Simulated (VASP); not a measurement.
# AgBr (Fm-3m) in VASP: further runs

AgBr is run at these levels: r2SCAN; tasks: single point.

Everything below comes from runs of VASP 6.6.1. Logs are shortened: lines on timing, memory, paths and dates and some standing lists are left out, and cuts for length are marked.

**1. The cell of the first run**

The structure is cubic, space group Fm-3m (No. 225). The conventional cell has a = 5.643 Å, b = 5.643 Å, c = 5.643 Å, α = 90.00°, β = 90.00°, γ = 90.00°. Within 3.7 Å of Ag (site symmetry m-3m) lie 6 Br at 2.82 Å. Within 3.7 Å of Br (site symmetry m-3m) lie 6 Ag at 2.82 Å.

**2. Single point, r2SCAN**

Input file POSCAR:

```
AgBr
1.0
    0.0000000000      2.8214939902      2.8214939902
    2.8214939902      0.0000000000      2.8214939902
    2.8214939902      2.8214939902      0.0000000000
Ag Br
1 1
Direct
    0.0000000000      0.0000000000      0.0000000000
    0.5000000000      0.5000000000      0.5000000000
```

Input file INCAR.step1:

```
SYSTEM = AgBr
PREC = Accurate
ENCUT = 550
ISMEAR = -1
SIGMA = 0.02
LREAL = .False.
LASPH = .True.
NELM = 120
NBANDS = 16
GGA = PE
ALGO = Normal
EDIFF = 1E-5
LWAVE = .True.
LCHARG = .False.
GGA_COMPAT = .False.
```

Input file INCAR.step2:

```
SYSTEM = AgBr
PREC = Accurate
ENCUT = 550
EDIFF = 1E-6
ISMEAR = -1
SIGMA = 0.02
LREAL = .False.
LASPH = .True.
NELM = 120
ALGO = Normal
ISIF = 2
LWAVE = .False.
LCHARG = .True.
METAGGA = R2SCAN
LMIXTAU = .True.
LELF = .True.
LVHAR = .True.
NBANDS = 16
ISTART = 1
GGA_COMPAT = .False.
```

Input file KPOINTS:

```
Automatic mesh
0
Gamma
  6 6 6
  0 0 0
```

Potentials or basis: VASP PAW PBE potentials, release 64 (Ag, Br).

Started as:

```console
$ cat potpaw_PBE.64/Ag/POTCAR potpaw_PBE.64/Br/POTCAR > POTCAR
$ cp INCAR.step1 INCAR
$ mpirun -np 1 vasp_std > vasp.out
$ cp INCAR.step2 INCAR
$ mpirun -np 1 vasp_std > vasp.out
```

OUTCAR:

```text
SYSTEM = AgBr
   PREC = Accurate
   ENCUT = 550
   EDIFF = 1E-6
   ISMEAR = -1
   LREAL = .False.
   LASPH = .True.
   NELM = 120
   ISIF = 2
   METAGGA = R2SCAN
   ISTART = 1

 ion  position               nearest neighbor table
   1  0.000  0.000  0.000-   2 2.82   2 2.82   2 2.82   2 2.82   2 2.82   2 2.82
   2  0.500  0.500  0.500-   1 2.82   1 2.82   1 2.82   1 2.82   1 2.82   1 2.82

  LATTYP: Found a face centered cubic cell.
 ALAT       =     5.6429879804

  Lattice vectors:

 A1 = (   0.0000000000,   2.8214939902,   2.8214939902)
 A2 = (   2.8214939902,   0.0000000000,   2.8214939902)
 A3 = (   2.8214939902,   2.8214939902,   0.0000000000)

Analysis of symmetry for initial positions (statically):
=====================================================================
 Subroutine PRICEL returns:
 Original cell was already a primitive cell.

 Routine SETGRP: Setting up the symmetry group for a
 face centered cubic supercell.

 Subroutine GETGRP returns: Found 48 space group operations
 (whereof 48 operations were pure point group operations)
 out of a pool of 48 trial point group operations.

The static configuration has the point symmetry O_h .

Analysis of symmetry for dynamics (positions and initial velocities):
=====================================================================
 Subroutine PRICEL returns:
 Original cell was already a primitive cell.

 Routine SETGRP: Setting up the symmetry group for a
 face centered cubic supercell.

 Subroutine GETGRP returns: Found 48 space group operations
 (whereof 48 operations were pure point group operations)
 out of a pool of 48 trial point group operations.

The dynamic configuration has the point symmetry O_h .

 Subroutine INISYM returns: Found 48 space group operations
 (whereof 48 operations are pure point group operations),
 and found     1 'primitive' translations

----------------------------------------------------------------------------------------

                                     Primitive cell

  volume of cell :      44.9229

  direct lattice vectors                    reciprocal lattice vectors
     0.000000000  2.821493990  2.821493990    -0.177211081  0.177211081  0.177211081
     2.821493990  0.000000000  2.821493990     0.177211081 -0.177211081  0.177211081
     2.821493990  2.821493990  0.000000000     0.177211081  0.177211081 -0.177211081

  length of vectors
     3.990195067  3.990195067  3.990195067     0.306938596  0.306938596  0.306938596

  position of ions in fractional coordinates (direct lattice)
     0.000000000  0.000000000  0.000000000
     0.500000000  0.500000000  0.500000000

  ion indices of the primitive-cell ions
   primitive index   ion index
                 1           1
                 2           2

----------------------------------------------------------------------------------------

 KPOINTS: Automatic mesh

Automatic generation of k-mesh.
 Grid dimensions read from file:
 generate k-points for:    6    6    6

 Generating k-lattice:

  Cartesian coordinates                     Fractional coordinates (reciprocal lattice)
    -0.029535180  0.029535180  0.029535180     0.166666667  0.000000000  0.000000000
     0.029535180 -0.029535180  0.029535180     0.000000000  0.166666667  0.000000000
     0.029535180  0.029535180 -0.029535180     0.000000000  0.000000000  0.166666667

  Length of vectors
     0.051156433  0.051156433  0.051156433

  Shift w.r.t. Gamma in fractional coordinates (k-lattice)
     0.000000000  0.000000000  0.000000000

 Subroutine IBZKPT returns following result:
 ===========================================

 Found     16 irreducible k-points:

 Following reciprocal coordinates:
            Coordinates               Weight
  0.000000  0.000000  0.000000      1.000000
  0.166667  0.000000  0.000000      8.000000
  0.333333  0.000000  0.000000      8.000000
  0.500000  0.000000  0.000000      4.000000
  0.166667  0.166667  0.000000      6.000000
  0.333333  0.166667  0.000000     24.000000
[... 8 lines left out ...]
 -0.333333  0.333333  0.166667     24.000000
 -0.333333  0.500000  0.166667     12.000000
   k-points           NKPTS =     16   k-points in BZ     NKDIM =     16   number of bands    NBANDS=     16
   number of dos      NEDOS =    301   number of ions     NIONS =      2
   total plane-waves  NPLWV =  32768
   dimension x,y,z NGX =    32 NGY =   32 NGZ =   32
   dimension x,y,z NGXF=    64 NGYF=   64 NGZF=   64
   ions per type =               1   1
   NGX,Y,Z   is equivalent  to a cutoff of  13.33, 13.33, 13.33 a.u.
   NGXF,Y,Z  is equivalent  to a cutoff of  26.66, 26.66, 26.66 a.u.
 SYSTEM =  AgBr
   PREC   = accura    normal or accurate (medium, high low for compatibility)
   ISTART =      1    job   : 0-new  1-cont  2-samecut
   ICHARG =      0    charge: 1-file 2-atom 10-const
   ISPIN  =      1    spin polarized calculation?
   LNONCOLLINEAR =      F non collinear calculations
   LSORBIT =      F    spin-orbit coupling
   LASPH  =      T    aspherical Exc in radial PAW
   ENCUT  =  550.0 eV  40.42 Ry    6.36 a.u.   7.63  7.63  7.63*2*pi/ulx,y,z
   NELM   =    120;   NELMIN=  2; NELMDL=  0     # of ELM steps
   EDIFF  = 0.1E-05   stopping-criterion for ELM
   LREAL  =      F    real-space projection
   EDIFFG = 0.1E-04   stopping-criterion for IOM
   NSW    =      0    number of steps for IOM
   IBRION =     -1    ionic relax: 0-MD 1-quasi-New 2-CG
   NFREE  =      0    steps in history (QN), initial steepest desc. (CG)
   ISIF   =      2    stress and relaxation
   ISYM   =      2    0-nonsym 1-usesym 2-fastsym
   POTIM  = 0.5000    time-step for ionic-motion
   TEBEG  =    0.0;   TEEND  =   0.0 temperature during run
   PSTRESS=    0.0 pullay stress
   NELECT =      18.0000    total number of electrons
   NUPDOWN=      -1.0000    fix difference up-down
   EMIN   =  10.00;   EMAX   =-10.00  energy-range for DOS
   EFERMI =   0.00;   METHOD = LEGACY
   ISMEAR =    -1;   SIGMA  =   0.02  broadening in eV -4-tet -1-fermi 0-gaus
   EFERMI_NEDOS =   21; number of points for ismear=-14 and -15
   IALGO  =     38    algorithm
   IMIX   =      4    mixing-type and parameters
     AMIX     =   0.40;   BMIX     =  1.00
     AMIX_MAG =   1.60;   BMIX_MAG =  1.00
  volume/ion in A,a.u.               =      22.46       151.58
  Fermi-wavevector in a.u.,A,eV,Ry     =   1.206915  2.280738 19.818829  1.456643
  Thomas-Fermi vector in A             =   2.342568
   LORBIT       =      0    0 simple, 1 ext, 2 COOP (PROOUT), +10 PAW based schemes
   METAGGA = R2SCAN    functional components
   LHFCALC =     F    Hartree Fock is set to
   AEXX    =    0.0000 exact exchange contribution
   IVDW    =     0    specifies the selected vdW correction
   LEPSILON=     F    determine dielectric tensor
   LRPA    =     F    only Hartree local field effects (RPA)
 non-spin polarized calculation
  energy-cutoff  :      550.00
  volume of cell :       44.92
 maximum number of plane-waves:      1363
 NGX is ok and might be reduce to    32
   NGX = 15   NGY = 15   NGZ = 15

 number of electron      18.0000002 magnetization

 Free energy of the ion-electron system (eV)
  ---------------------------------------------------
  ext. energy  EPLUGINS =         0.00000000
  ---------------------------------------------------
  free energy    TOTEN  =       -35.47193865 eV

  energy without entropy =      -35.47193865  energy(sigma->0) =      -35.47193865

 E-fermi :   4.4384     XC(G=0): -10.6508

 val. band max:        3.9796586735   @ k =   0.5000   0.0000   0.0000
 cond. band min:       5.2350530723   @ k =   0.0000   0.0000   0.0000
 fundamental gap:      1.2553943988
 Fermi energy:         4.4383964493

 k-point     1 :       0.0000    0.0000    0.0000
  band No.  band energies     occupation
      1     -11.9893      2.00000
      2       0.9619      2.00000
      3       0.9619      2.00000
      4       0.9619      2.00000
      5       0.9681      2.00000
      6       0.9681      2.00000
[... 8 lines left out ...]
     15      16.8688      0.00000
     16      16.8688      0.00000

 k-point     2 :       0.1667    0.0000    0.0000
  band No.  band energies     occupation
      1     -11.8668      2.00000
      2       0.1776      2.00000
      3       0.2614      2.00000
      4       0.2614      2.00000
      5       1.0449      2.00000
      6       1.0449      2.00000
[... 8 lines left out ...]
     15      15.6186      0.00000
     16      15.9868      0.00000

 k-point     3 :       0.3333    0.0000    0.0000
  band No.  band energies     occupation
      1     -11.6030      2.00000
      2      -1.2276      2.00000
      3      -0.4019      2.00000
      4      -0.4019      2.00000
      5       1.2164      2.00000
      6       1.2164      2.00000
[... 8 lines left out ...]
     15      16.6679      0.00000
     16      16.6679      0.00000

 k-point     4 :       0.5000    0.0000    0.0000
  band No.  band energies     occupation
      1     -11.4596      2.00000
      2      -1.8095      2.00000
      3      -0.6387      2.00000
      4      -0.6387      2.00000
      5       1.3058      2.00000
      6       1.3058      2.00000
[... 8 lines left out ...]
     15      17.8610      0.00000
     16      17.8610      0.00000
[... 172 lines left out ...]
 k-point    14 :       0.5000    0.3333    0.1667
  band No.  band energies     occupation
      1     -11.4849      2.00000
      2      -1.1700      2.00000
      3      -0.4031      2.00000
      4      -0.0409      2.00000
      5       1.1721      2.00000
      6       1.3145      2.00000
[... 8 lines left out ...]
     15      18.7236      0.00000
     16      20.1947      0.00000

 k-point    15 :      -0.3333    0.3333    0.1667
  band No.  band energies     occupation
      1     -11.4089      2.00000
      2      -1.0636      2.00000
      3      -0.4940      2.00000
      4      -0.4478      2.00000
      5       1.2620      2.00000
      6       1.3247      2.00000
[... 8 lines left out ...]
     15      17.7644      0.00000
     16      19.5510      0.00000

 k-point    16 :      -0.3333    0.5000    0.1667
  band No.  band energies     occupation
      1     -11.4018      2.00000
      2      -0.6401      2.00000
      3      -0.4499      2.00000
      4      -0.1113      2.00000
      5       1.3756      2.00000
      6       1.4201      2.00000
[... 8 lines left out ...]
     15      18.5754      0.00000
     16      19.5322      0.00000

------------------------ aborting loop because EDIFF is reached ----------------------------------------

  FORCE on cell =-STRESS in cart. coord.  units (eV):
  Direction    XX          YY          ZZ          XY          YZ          ZX
  --------------------------------------------------------------------------------------
  -------------------------------------------------------------------------------------
  Total        1.1479612      1.1479612      1.1479612     -0.0000000      0.0000000      0.0000000
  in kB       40.9421265     40.9421265     40.9421265     -0.0000000      0.0000000      0.0000000
  external PRESSURE =      40.9421265 kB  Pullay stress =       0.0000000 kB

 VOLUME and BASIS-vectors are now :
 -----------------------------------------------------------------------------
  energy-cutoff  :      550.00
  volume of cell :       44.92
      direct lattice vectors                 reciprocal lattice vectors
     0.000000000  2.821493990  2.821493990    -0.177211081  0.177211081  0.177211081
     2.821493990  0.000000000  2.821493990     0.177211081 -0.177211081  0.177211081
     2.821493990  2.821493990  0.000000000     0.177211081  0.177211081 -0.177211081

 POSITION                                       TOTAL-FORCE (eV/Angst)
 -----------------------------------------------------------------------------------
      0.00000      0.00000      0.00000         0.000000      0.000000     -0.000000
      2.82149      2.82149      2.82149        -0.000000     -0.000000      0.000000
 -----------------------------------------------------------------------------------
    total drift:                                0.000000     -0.000000     -0.000000

  FREE ENERGIE OF THE ION-ELECTRON SYSTEM (eV)
  ---------------------------------------------------
  free  energy   TOTEN  =       -35.4719386451 eV

  energy  without entropy=      -35.4719386451  energy(sigma->0) =      -35.47193865
```

Run time: 45 s. Hardware: 1 thread of AMD EPYC 7R13 (Zen 3), shared host; peak memory 0.16 GiB.

Results:

```
Free energy            : -35.4719 eV
Pressure               : 4.1 GPa
Band gap on the k mesh : 1.26 eV, indirect (least direct gap 3.49 eV)
```

Caveat: the PAW data sets were made with another functional, which shifts forces and pressure a little. r2SCAN opens gaps a little over a GGA but as a rule still falls short of measured ones.

[end of part 1 of 2]
